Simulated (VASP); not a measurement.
# Al2BP3 (P-3m1) in VASP: further runs, part 2 of 2

VASP 6.6.1. The steps go on from the part before.

### 5 Relaxation of cell and atoms, PBE

This run uses another cell than the first one, of 18.49 Å³/atom.

The input, INCAR:

```
SYSTEM = Al2BP3
  ALGO = Normal
  EDIFF = 1E-6
  EDIFFG = -0.04
  ENCUT = 600
  GGA = PE
  IBRION = 2
  ISIF = 3
  ISMEAR = 0
  LASPH = .True.
  LCHARG = .False.
  LREAL = .False.
  LWAVE = .False.
  NELM = 80
  NSW = 90
  PREC = Accurate
  SIGMA = 0.1
```

The input, KPOINTS:

```
k-points
0
Gamma
  6 6 4
  0 0 0
```

The input, POSCAR:

```
Al2BP3
1.0
    4.3312352100      0.0000000000      0.0000000000
   -2.1656176000      3.7509597200      0.0000000000
    0.0000000000      0.0000000000      6.8274482300
Al B P
2 1 3
Direct
    0.6666666700      0.3333333300      0.2483411600
    0.3333333300      0.6666666700      0.7516588400
    0.0000000000      0.0000000000      0.0000000000
    0.0000000000      0.0000000000      0.5000000000
    0.6666666700      0.3333333300      0.6493157700
    0.3333333300      0.6666666700      0.3506842300
```

Run with:

```sh
$ cat potpaw_PBE.64/Al/POTCAR potpaw_PBE.64/B/POTCAR potpaw_PBE.64/P/POTCAR > POTCAR
$ mpirun -np 1 vasp_std > vasp.out
```

Run time: 38 min. Hardware: 1 thread of AMD EPYC 7R13, shared host; peak memory 0.3 GiB.

It converged, with:

| Property | Result |
| --- | --- |
| Free energy | -29.5815 eV |
| Relaxed volume | 14.07 Å³/atom |
| Relaxed cell | a = 3.382 Å, b = 3.382 Å, c = 8.524 Å, α = 90.00°, β = 90.00°, γ = 120.00° |
| Space group after relaxing (to 0.1 Å) | P-3m1 (No. 164) |
| Energy gained by relaxing | 822.8 meV/atom |
| Ionic steps | 48 |
| Pressure after relaxing | 0.2 GPa |
| Largest force after relaxing | 0.038 eV/Å |
| Band gap on the k mesh | zero (bands 12 and 13 overlap by 1.85 eV) |

Forces on the atoms (eV/Å):
```
Al   0.000  0.000  0.038
Al   0.000  0.000 -0.038
B    0.000  0.000  0.000
P    0.000  0.000  0.000
P    0.000  0.000 -0.034
P    0.000  0.000  0.034
```

Stress tensor (GPa, compression positive):
```
0.28 0.00 0.00
0.00 0.28 0.00
0.00 0.00 0.06
```

The path:
```csv
step,energy change (eV),largest force (eV/Å),pressure (GPa),volume (Å³)
1,0.0000,0.4218,-8.54,110.92
3,-0.5197,1.2525,0.54,94.63
5,-1.3049,1.5835,2.88,84.24
7,-1.3968,1.6592,5.95,80.76
9,-1.6836,0.9621,11.46,75.64
11,-1.8246,0.6523,10.30,76.67
13,-2.0436,0.4413,1.15,82.78
15,-2.0457,0.4695,0.23,83.58
17,-2.0765,0.3817,0.10,83.99
19,-2.1916,0.3139,-0.22,85.81
21,-2.2285,0.5743,-0.34,86.95
23,-2.2350,0.6596,-0.38,87.45
25,-2.2700,0.8342,-0.59,88.09
27,-2.2745,0.9891,-0.63,88.49
29,-2.3655,0.8678,-0.95,88.25
31,-2.8179,0.7725,-1.00,87.01
33,-4.3639,1.5764,7.61,79.53
35,-4.5336,1.5516,4.00,81.81
37,-4.5531,1.4000,2.59,82.87
39,-4.6052,1.1914,1.17,83.82
41,-4.8956,0.4363,-2.23,85.96
43,-4.9274,0.0476,0.40,84.14
45,-4.9331,0.0790,0.10,84.40
47,-4.9367,0.0540,0.08,84.50
48,-4.9368,0.0378,0.21,84.42
```

Final structure:
```cif
data_structure
_symmetry_space_group_name_H-M 'P 1'
_symmetry_Int_Tables_number 1
_cell_length_a 3.3816
_cell_length_b 3.3816
_cell_length_c 8.5241
_cell_angle_alpha 90.000
_cell_angle_beta 90.000
_cell_angle_gamma 120.000
_cell_volume 84.42
loop_
_atom_site_label
_atom_site_type_symbol
_atom_site_fract_x
_atom_site_fract_y
_atom_site_fract_z
_atom_site_occupancy
Al1 Al 0.66667 0.33333 0.12041 1
Al2 Al 0.33333 0.66667 0.87959 1
B1 B 0.00000 0.00000 0.00000 1
P1 P 0.00000 0.00000 0.50000 1
P2 P 0.66667 0.33333 0.66166 1
P3 P 0.33333 0.66667 0.33834 1
```

Levels at points of the mesh, in eV from the Fermi level:
| k point | band 9 | band 10 | band 11 | band 12 | band 13 | band 14 | band 15 | band 16 |
| --- | --- | --- | --- | --- | --- | --- | --- | --- |
| (0.00, 0.00, 0.00) | -0.28 | 0.21 | 0.87 | 0.87 | 1.01 | 2.61 | 2.61 | 3.11 |
| (0.50, 0.00, 0.00) | -2.85 | -2.30 | -2.14 | -1.21 | -0.96 | 1.09 | 1.70 | 2.73 |
| (0.00, 0.00, 0.50) | -0.30 | -0.30 | 0.89 | 0.89 | 1.71 | 2.49 | 2.49 | 2.92 |
| (0.50, 0.00, 0.50) | -4.22 | -1.68 | -1.61 | -0.25 | -0.09 | 0.24 | 2.82 | 3.18 |

Caveat: the volume moved by over 15 % at a fixed basis, so the end points are rough.

### 6 Relaxation of cell and atoms, PBE

INCAR, as its differences from that of step 5:

```diff
@@ -3,3 +3,3 @@
   EDIFF = 1E-6
-  EDIFFG = -0.04
+  EDIFFG = -0.01
   ENCUT = 600
@@ -14,3 +14,3 @@
   NELM = 80
-  NSW = 90
+  NSW = 100
   PREC = Accurate
```

The input, KPOINTS:

```
k-points
0
Gamma
  12 12 6
  0 0 0
```

The input, POSCAR:

```
Al2BP3
1.0
    3.3870785993      0.0000000000      0.0000000000
   -1.6935392996      2.9332961116      0.0000000000
    0.0000000000      0.0000000000      8.5199992778
Al B P
2 1 3
Direct
    0.6666666667      0.3333333333      0.1211533440
    0.3333333333      0.6666666667      0.8788466560
    0.0000000000      0.0000000000      0.0000000000
    0.0000000000      0.0000000000      0.5000000000
    0.6666666667      0.3333333333      0.6611193057
    0.3333333333      0.6666666667      0.3388806943
```

Potentials or basis: VASP PAW PBE potentials, release 64 (Al, B, P).

Run with:

```sh
$ cat potpaw_PBE.64/Al/POTCAR potpaw_PBE.64/B/POTCAR potpaw_PBE.64/P/POTCAR > POTCAR
$ mpirun -np 1 vasp_std > vasp.out
```

Run time: 16 min. Hardware: 1 thread of AMD EPYC 7R13, shared host; peak memory 0.34 GiB.

It converged, with:

| Item | Value |
| --- | --- |
| Free energy | -29.5738 eV |
| Relaxed volume | 14.08 Å³/atom |
| Relaxed cell | a = 3.409 Å, b = 3.409 Å, c = 8.394 Å, α = 90.00°, β = 90.00°, γ = 120.00° |
| Space group after relaxing (to 0.1 Å) | P-3m1 (No. 164) |
| Energy gained by relaxing | 1.6 meV/atom |
| Ionic steps | 7 |
| Pressure after relaxing | 0.0 GPa |
| Largest force after relaxing | 0.005 eV/Å |
| Band gap on the k mesh | zero (bands 12 and 13 overlap by 2.10 eV) |

Forces on the atoms (eV/Å):
```
Al   0.000  0.000 -0.002
Al   0.000  0.000  0.002
B    0.000  0.000  0.000
P    0.000  0.000  0.000
P    0.000  0.000  0.005
P    0.000  0.000 -0.005
```

The path:
| step | energy change (eV) | largest force (eV/Å) | pressure (GPa) | volume (Å³) |
| --- | --- | --- | --- | --- |
| 1 | 0.0000 | 0.0398 | 0.03 | 84.65 |
| 2 | -0.0065 | 0.0313 | -0.09 | 84.67 |
| 3 | -0.0089 | 0.0510 | -0.19 | 84.69 |
| 4 | -0.0089 | 0.0542 | -0.21 | 84.69 |
| 5 | -0.0093 | 0.0334 | 0.12 | 84.42 |
| 6 | -0.0093 | 0.0330 | 0.12 | 84.41 |
| 7 | -0.0094 | 0.0048 | 0.02 | 84.47 |

Final structure:
```xyz
6
Lattice="3.4088 0.0000 0.0000 -1.7044 2.9521 0.0000 0.0000 0.0000 8.3943" Properties=species:S:1:pos:R:3 pbc="T T T"
Al    1.7044    0.9840    1.0223
Al    0.0000    1.9681    7.3720
B    -1.7044    2.9521    0.0000
P     0.0000    0.0000    4.1972
P     1.7044    0.9840    5.5572
P     0.0000    1.9681    2.8371
```

Levels at points of the mesh, in eV from the Fermi level:
```tsv
k point	band 9	band 10	band 11	band 12	band 13	band 14	band 15	band 16
(0.00, 0.00, 0.00)	-0.39	0.48	0.81	0.81	0.92	2.54	2.54	2.97
(0.50, 0.00, 0.00)	-2.83	-2.16	-1.98	-1.25	-1.00	1.11	1.82	2.66
(0.00, 0.00, 0.50)	-0.40	-0.40	0.83	0.83	1.63	2.39	2.39	2.76
(0.50, 0.00, 0.50)	-4.16	-1.76	-1.57	-0.21	-0.05	0.41	2.79	3.21
```

### 7 Overview

```tsv
task	cell	k mesh	cutoff (eV)	gap on the mesh (eV)	pressure (GPa)	relaxed volume (Å³/atom)	largest force (eV/Å)
single point	a = 3.387, b = 3.387, c = 8.520 Å, angles 90.0, 90.0, 120.0°, 6 atoms, atomic positions A	6 × 6 × 4	520	none	-0.1	-	0.01
single point	a = 4.331, b = 4.331, c = 6.827 Å, angles 90.0, 90.0, 120.0°, 6 atoms, atomic positions B	6 × 6 × 4	520	none	-8.5	-	0.42
single point	a = 3.410, b = 3.410, c = 8.397 Å, angles 90.0, 90.0, 120.0°, 6 atoms, atomic positions A	12 × 12 × 6	520	none	-0.1	-	0.01
relaxation of cell and atoms	relaxed from a = 4.331, b = 4.331, c = 6.827 Å, angles 90.0, 90.0, 120.0°, 6 atoms, atomic positions B	6 × 6 × 4	600	none	0.2	14.07	0.04
relaxation of cell and atoms	relaxed from a = 3.387, b = 3.387, c = 8.520 Å, angles 90.0, 90.0, 120.0°, 6 atoms, atomic positions A	12 × 12 × 6	600	none	0.0	14.08	-
```

Alike in all rows: level PBE; potentials or basis VASP PAW PBE potentials, release 64 (Al, B, P); no spin polarisation; smearing gaussian 0.1 eV.

Caveats: the cell stands under tension (at least some runs); the volume moved by over 15 % at a fixed basis, so the end points are rough (at least some runs).

Absolute energies hang on the potentials; compare differences alone.
